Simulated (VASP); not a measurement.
# FeSi (P2_13) in VASP: settings compared

The runs below take FeSi through single point, with PBE, r2SCAN.

Everything below comes from runs of VASP 6.6.1. Logs are shortened: lines on timing, memory, paths and dates and some standing lists are left out, and cuts for length are marked.

## (1) The cell of the first run

It takes space group P2_13 (No. 198, cubic). Conventional cell: a = 4.448 Å, b = 4.448 Å, c = 4.448 Å, α = 90.00°, β = 90.00°, γ = 90.00°. Within 3.0 Å of Fe (site symmetry 3) lie 7 Si at 2.27 to 2.50 Å and 6 Fe at 2.73 Å. Within 3.0 Å of Si (site symmetry 3) lie 7 Fe at 2.27 to 2.50 Å and 6 Si at 2.76 Å.

## (2) Single point, PBE

Input file INCAR:

```
SYSTEM = FeSi
ALGO = Normal
EDIFF = 1E-6
ENCUT = 600
GGA = PE
GGA_COMPAT = .False.
ISIF = 2
ISMEAR = 0
LASPH = .True.
LCHARG = .True.
LELF = .True.
LREAL = .False.
LVHAR = .True.
LWAVE = .False.
NBANDS = 34
NELM = 120
PREC = Accurate
SIGMA = 0.01
```

Input file KPOINTS:

```
k-points
0
Gamma
  6 6 6
  0 0 0
```

Input file POSCAR:

```
FeSi
1.0
    4.4476624413      0.0000000000      0.0000000000
    0.0000000000      4.4476624413      0.0000000000
    0.0000000000      0.0000000000      4.4476624413
Fe Si
4 4
Direct
    0.8639842230      0.6360157770      0.3639842230
    0.6360157770      0.3639842230      0.8639842230
    0.3639842230      0.8639842230      0.6360157770
    0.1360157770      0.1360157770      0.1360157770
    0.1592730393      0.3407269607      0.6592730393
    0.3407269607      0.6592730393      0.1592730393
    0.6592730393      0.1592730393      0.3407269607
    0.8407269607      0.8407269607      0.8407269607
```

Potentials or basis: VASP PAW PBE potentials, release 64 (Fe, Si).

The run is started by

```bash
> cat potpaw_PBE.64/Fe/POTCAR potpaw_PBE.64/Si/POTCAR > POTCAR
> mpirun -np 1 vasp_std > vasp.out
```

OUTCAR:

```text
SYSTEM = FeSi
   EDIFF = 1E-6
   ENCUT = 600
   GGA = PE
   ISIF = 2
   ISMEAR = 0
   LASPH = .True.
   LREAL = .False.
   NELM = 120
   PREC = Accurate

 ion  position               nearest neighbor table
   1  0.864  0.636  0.364-   5 2.27   6 2.31   7 2.31   8 2.31   7 2.50   8 2.50   6 2.50   2 2.73
                             2 2.73   3 2.73   4 2.73   3 2.73   4 2.73
   2  0.636  0.364  0.864-   6 2.27   5 2.31   7 2.31   8 2.31   5 2.50   7 2.50   8 2.50   1 2.73
                             1 2.73   3 2.73   3 2.73   4 2.73   4 2.73
   3  0.364  0.864  0.636-   7 2.27   6 2.31   5 2.31   8 2.31   6 2.50   5 2.50   8 2.50   1 2.73
                             4 2.73   2 2.73   2 2.73   1 2.73   4 2.73
   4  0.136  0.136  0.136-   8 2.27   6 2.31   7 2.31   5 2.31   6 2.50   5 2.50   7 2.50   2 2.73
                             3 2.73   1 2.73   3 2.73   1 2.73   2 2.73
   5  0.159  0.341  0.659-   1 2.27   2 2.31   3 2.31   4 2.31   3 2.50   4 2.50   2 2.50   6 2.76
                             6 2.76   7 2.76   7 2.76   8 2.76   8 2.76
   6  0.341  0.659  0.159-   2 2.27   1 2.31   3 2.31   4 2.31   1 2.50   3 2.50   4 2.50   5 2.76
                             5 2.76   8 2.76   8 2.76   7 2.76   7 2.76
   7  0.659  0.159  0.341-   3 2.27   2 2.31   1 2.31   4 2.31   2 2.50   1 2.50   4 2.50   8 2.76
                             5 2.76   8 2.76   5 2.76   6 2.76   6 2.76
   8  0.841  0.841  0.841-   4 2.27   2 2.31   3 2.31   1 2.31   2 2.50   1 2.50   3 2.50   6 2.76
                             7 2.76   7 2.76   6 2.76   5 2.76   5 2.76

  LATTYP: Found a simple cubic cell.
 ALAT       =     4.4476624413

  Lattice vectors:

 A1 = (   4.4476624413,   0.0000000000,   0.0000000000)
 A2 = (   0.0000000000,   4.4476624413,   0.0000000000)
 A3 = (   0.0000000000,   0.0000000000,   4.4476624413)

Analysis of symmetry for initial positions (statically):
=====================================================================
 Subroutine PRICEL returns:
 Original cell was already a primitive cell.

 Routine SETGRP: Setting up the symmetry group for a
 simple cubic supercell.

 Subroutine GETGRP returns: Found 12 space group operations
 (whereof  3 operations were pure point group operations)
 out of a pool of 48 trial point group operations.

The static configuration has the point symmetry C_3 .
 The point group associated with its full space group is T   .

Analysis of symmetry for dynamics (positions and initial velocities):
=====================================================================
 Subroutine PRICEL returns:
 Original cell was already a primitive cell.

 Routine SETGRP: Setting up the symmetry group for a
 simple cubic supercell.

 Subroutine GETGRP returns: Found 12 space group operations
 (whereof  3 operations were pure point group operations)
 out of a pool of 48 trial point group operations.
[... 124 lines left out ...]
   NELECT =      48.0000    total number of electrons
   NUPDOWN=      -1.0000    fix difference up-down
   EMIN   =  10.00;   EMAX   =-10.00  energy-range for DOS
   EFERMI =   0.00;   METHOD = LEGACY
   ISMEAR =     0;   SIGMA  =   0.01  broadening in eV -4-tet -1-fermi 0-gaus
   EFERMI_NEDOS =   21; number of points for ismear=-14 and -15
   IALGO  =     38    algorithm
   IMIX   =      4    mixing-type and parameters
     AMIX     =   0.40;   BMIX     =  1.00
     AMIX_MAG =   1.60;   BMIX_MAG =  1.00
  volume/ion in A,a.u.               =      11.00        74.22
  Fermi-wavevector in a.u.,A,eV,Ry     =   1.337694  2.527875 24.346606  1.789425
  Thomas-Fermi vector in A             =   2.466223
   LORBIT       =      0    0 simple, 1 ext, 2 COOP (PROOUT), +10 PAW based schemes
   GGA     = PE    functional components
   LHFCALC =     F    Hartree Fock is set to
   AEXX    =    0.0000 exact exchange contribution
   IVDW    =     0    specifies the selected vdW correction
   LEPSILON=     F    determine dielectric tensor
   LRPA    =     F    only Hartree local field effects (RPA)
 non-spin polarized calculation
 Gauss-broadening in eV      SIGMA  =   0.01
  energy-cutoff  :      600.00
  volume of cell :       87.98
 maximum number of plane-waves:      3016
   NGX = 17   NGY = 17   NGZ = 17

 number of electron      48.0000013 magnetization

 Free energy of the ion-electron system (eV)
  ---------------------------------------------------
  ext. energy  EPLUGINS =         0.00000000
  ---------------------------------------------------
  free energy    TOTEN  =       -58.78082973 eV

  energy without entropy =      -58.78082973  energy(sigma->0) =      -58.78082973

 E-fermi :   9.7863     XC(G=0): -12.8002

 val. band max:        9.7149927154   @ k =   0.5000   0.0000   0.0000
 cond. band min:       9.8885880838   @ k =  -0.1667   0.3333   0.0000
 fundamental gap:      0.1735953685
 Fermi energy:         9.7863244007

 k-point     1 :       0.0000    0.0000    0.0000
  band No.  band energies     occupation
      1      -3.5172      2.00000
      2       1.8390      2.00000
      3       1.8390      2.00000
      4       1.8390      2.00000
      5       4.6760      2.00000
      6       4.6760      2.00000
[... 877 lines left out ...]
     33      15.8743      0.00000
     34      15.8743      0.00000

------------------------ aborting loop because EDIFF is reached ----------------------------------------

  FORCE on cell =-STRESS in cart. coord.  units (eV):
  Direction    XX          YY          ZZ          XY          YZ          ZX
  --------------------------------------------------------------------------------------
  -------------------------------------------------------------------------------------
  Total        0.0988797      0.0988797      0.0988797      0.0000000      0.0000000      0.0000000
  in kB        1.8006208      1.8006208      1.8006208      0.0000000      0.0000000      0.0000000
  external PRESSURE =       1.8006208 kB  Pullay stress =       0.0000000 kB

 VOLUME and BASIS-vectors are now :
 -----------------------------------------------------------------------------
  energy-cutoff  :      600.00
  volume of cell :       87.98
      direct lattice vectors                 reciprocal lattice vectors
     4.447662441  0.000000000  0.000000000     0.224837207  0.000000000  0.000000000
     0.000000000  4.447662441  0.000000000     0.000000000  0.224837207  0.000000000
     0.000000000  0.000000000  4.447662441     0.000000000  0.000000000  0.224837207

 POSITION                                       TOTAL-FORCE (eV/Angst)
 -----------------------------------------------------------------------------------
      3.84271      2.82878      1.61888        -0.019611      0.019611     -0.019611
      2.82878      1.61888      3.84271         0.019611     -0.019611     -0.019611
      1.61888      3.84271      2.82878        -0.019611     -0.019611      0.019611
      0.60495      0.60495      0.60495         0.019611      0.019611      0.019611
      0.70839      1.51544      2.93222        -0.000765      0.000765     -0.000765
      1.51544      2.93222      0.70839         0.000765     -0.000765     -0.000765
      2.93222      0.70839      1.51544        -0.000765     -0.000765      0.000765
      3.73927      3.73927      3.73927         0.000765      0.000765      0.000765
 -----------------------------------------------------------------------------------
    total drift:                               -0.000001     -0.000001     -0.000000

  FREE ENERGIE OF THE ION-ELECTRON SYSTEM (eV)
  ---------------------------------------------------
  free  energy   TOTEN  =       -58.7808297307 eV

  energy  without entropy=      -58.7808297307  energy(sigma->0) =      -58.78082973
```

OSZICAR:

```text
N       E                     dE             d eps       ncg     rms          rms(c)
DAV:   1     0.371390256102E+03    0.37139E+03   -0.21709E+04  1632   0.176E+03
DAV:   2    -0.339111930873E+02   -0.40530E+03   -0.38571E+03  1632   0.384E+02
DAV:   3    -0.650835047107E+02   -0.31172E+02   -0.28250E+02  1880   0.124E+02
DAV:   4    -0.666297750544E+02   -0.15463E+01   -0.15192E+01  2400   0.265E+01
DAV:   5    -0.666604375738E+02   -0.30663E-01   -0.30624E-01  2358   0.380E+00    0.321E+01
DAV:   6    -0.717673184058E+02   -0.51069E+01   -0.14863E+02  2456   0.146E+02    0.316E+01
DAV:   7    -0.589586751511E+02    0.12809E+02   -0.56714E+01  2310   0.105E+02    0.903E+00
DAV:   8    -0.588907063017E+02    0.67969E-01   -0.37439E+00  2190   0.122E+01    0.326E+00
DAV:   9    -0.587902317985E+02    0.10047E+00   -0.30149E-01  2612   0.592E+00    0.132E+00
DAV:  10    -0.587812660853E+02    0.89657E-02   -0.20811E-02  2234   0.112E+00    0.369E-01
DAV:  11    -0.587809433395E+02    0.32275E-03   -0.23792E-03  2474   0.479E-01    0.185E-01
DAV:  12    -0.587808340582E+02    0.10928E-03   -0.24227E-04  2230   0.150E-01    0.628E-02
DAV:  13    -0.587808319189E+02    0.21393E-05   -0.78402E-05  2606   0.566E-02    0.396E-02
DAV:  14    -0.587808296674E+02    0.22515E-05   -0.10695E-05  1906   0.244E-02    0.530E-03
DAV:  15    -0.587808297307E+02   -0.63327E-07   -0.12093E-06   960   0.152E-02
   1 F= -.58780830E+02 E0= -.58780830E+02  d E =-.158334E-25
```

stdout:

```text
POSCAR found type information on POSCAR FeSi
 POSCAR found :  2 types and       8 ions
 scaLAPACK will be used
 LDA part: xc-table for (Slater+PW92), standard interpolation
 POSCAR, INCAR and KPOINTS ok, starting setup
 FFT: planning ... GRIDC
 FFT: planning ... GRID_SOFT
 FFT: planning ... GRID
 WAVECAR not read
 entering main loop
```

Run time: 66 s. Hardware: 1 thread of Intel Xeon Platinum 8488C (Sapphire Rapids), shared host; peak memory 0.23 GiB.

What came out:

- Free energy: -58.7808 eV
- Pressure: 0.2 GPa
- Largest force: 0.034 eV/Å
- Band gap on the k mesh: 0.17 eV, indirect (the least direct gap lies 1.8 meV higher)

Forces in eV/Å, atoms in the order of the input:
```
Fe  -0.020  0.020 -0.020
Fe   0.020 -0.020 -0.020
Fe  -0.020 -0.020  0.020
Fe   0.020  0.020  0.020
Si  -0.001  0.001 -0.001
Si   0.001 -0.001 -0.001
Si  -0.001 -0.001  0.001
Si   0.001  0.001  0.001
```

A k mesh can miss the band edges. Spin polarisation is off, so any magnetic state and its effect on volume and gap are missing.

## (3) Single point, PBE (volume changed by +3%)

Input file INCAR:

```
PREC     = Accurate       # precision mode
ENCUT    = 600            # plane-wave cutoff, eV
EDIFF    = 1E-6           # SCF threshold, eV
ISMEAR   = 0              # smearing method
SIGMA    = 0.01           # smearing width, eV
LREAL    = False          # projectors in reciprocal space
LASPH    = True           # aspherical terms in the spheres
NELM     = 120            # most SCF steps
ALGO     = Normal         # electronic algorithm
ISIF     = 2              # what is computed and relaxed
LWAVE    = False          # write WAVECAR
LCHARG   = False          # write CHGCAR
GGA      = PE             # functional
NBANDS   = 34             # bands
GGA_COMPAT= False
```

Input file KPOINTS:

```
regular mesh
0
Gamma
  6 6 6
```

POSCAR, as its differences from that of step 2:

```diff
@@ -2,5 +2,5 @@
 1.0
-    4.4476624413      0.0000000000      0.0000000000
-    0.0000000000      4.4476624413      0.0000000000
-    0.0000000000      0.0000000000      4.4476624413
+    4.4917015671      0.0000000000      0.0000000000
+    0.0000000000      4.4917015671      0.0000000000
+    0.0000000000      0.0000000000      4.4917015671
 Fe Si
```

Potentials or basis: VASP PAW PBE potentials, release 64 (Fe, Si).

The run is started by

```bash
> cat potpaw_PBE.64/Fe/POTCAR potpaw_PBE.64/Si/POTCAR > POTCAR
> mpirun -np 1 vasp_std > vasp.out
```

It took 63 s on 1 thread of Intel Xeon Platinum 8488C (Sapphire Rapids), shared host; peak memory 0.24 GiB.

The run converged. Its results:

| Quantity | Value |
| --- | --- |
| Free energy | -58.7298 eV |
| Pressure | -6.2 GPa |
| Largest force | 0.084 eV/Å |
| Band gap on the k mesh | 0.17 eV, indirect (the least direct gap lies 2.3 meV higher) |

Forces in eV/Å, atoms in the order of the input:
```
Fe   0.048 -0.048  0.048
Fe  -0.048  0.048  0.048
Fe   0.048  0.048 -0.048
Fe  -0.048 -0.048 -0.048
Si   0.031 -0.031  0.031
Si  -0.031  0.031  0.031
Si   0.031  0.031 -0.031
Si  -0.031 -0.031 -0.031
```

Levels at points of the mesh, in eV from the valence-band top:
| k point | band 22 | band 23 | band 24 | band 25 | band 26 | band 27 |
| --- | --- | --- | --- | --- | --- | --- |
| (0.00, 0.00, 0.00) | -0.26 | -0.03 | -0.03 | 0.64 | 0.64 | 0.64 |
| (0.50, 0.00, 0.00) | -0.35 | 0.00 | 0.00 | 0.20 | 0.20 | 1.67 |
| (0.50, 0.50, 0.00) | -0.96 | -0.33 | -0.33 | 0.62 | 0.62 | 1.25 |
| (0.50, 0.50, 0.50) | -0.63 | -0.63 | -0.63 | 0.48 | 0.48 | 0.48 |

## (4) Single point, PBE (volume changed by +6%)

Input file INCAR:

```
ALGO = Normal
EDIFF = 1E-6
ENCUT = 600
GGA = PE
GGA_COMPAT = F
ISIF = 2
ISMEAR = 0
LASPH = T
LCHARG = F
LREAL = F
LWAVE = F
NBANDS = 34
NELM = 120
PREC = Accurate
SIGMA = 0.01
```

Input file KPOINTS:

```
k-points
0
Gamma
  6 6 6
```

POSCAR, as its differences from that of step 3:

```diff
@@ -2,5 +2,5 @@
 1.0
-    4.4917015671      0.0000000000      0.0000000000
-    0.0000000000      4.4917015671      0.0000000000
-    0.0000000000      0.0000000000      4.4917015671
+    4.5348936549      0.0000000000      0.0000000000
+    0.0000000000      4.5348936549      0.0000000000
+    0.0000000000      0.0000000000      4.5348936549
 Fe Si
```

The run is started by

```bash
> cat potpaw_PBE.64/Fe/POTCAR potpaw_PBE.64/Si/POTCAR > POTCAR
> mpirun -np 1 vasp_std > vasp.out
```

It took 61 s on 1 thread of Intel Xeon Platinum 8488C (Sapphire Rapids), shared host; peak memory 0.24 GiB.

It converged, with:

```yaml
Free_energy: -58.5814 eV
Pressure: -11.7 GPa
Largest_force: 0.189 eV/Å
Band_gap_on_the_k_mesh: 0.16 eV, indirect (the least direct gap lies 4.3 meV higher)
```

Forces on the atoms (eV/Å):
```
Fe   0.109 -0.109  0.109
Fe  -0.109  0.109  0.109
Fe   0.109  0.109 -0.109
Fe  -0.109 -0.109 -0.109
Si   0.059 -0.059  0.059
Si  -0.059  0.059  0.059
Si   0.059  0.059 -0.059
Si  -0.059 -0.059 -0.059
```

Levels at points of the mesh, in eV from the valence-band top:
```tsv
k point	band 22	band 23	band 24	band 25	band 26	band 27
(0.00, 0.00, 0.00)	-0.26	-0.03	-0.03	0.60	0.60	0.60
(0.50, 0.00, 0.00)	-0.33	0.00	0.00	0.19	0.19	1.61
(0.50, 0.50, 0.00)	-0.93	-0.31	-0.31	0.59	0.59	1.19
(0.50, 0.50, 0.50)	-0.60	-0.60	-0.60	0.46	0.46	0.46
```

 Spin polarisation is off, so any magnetic state and its effect on volume and gap are missing.

[end of part 1 of 2]
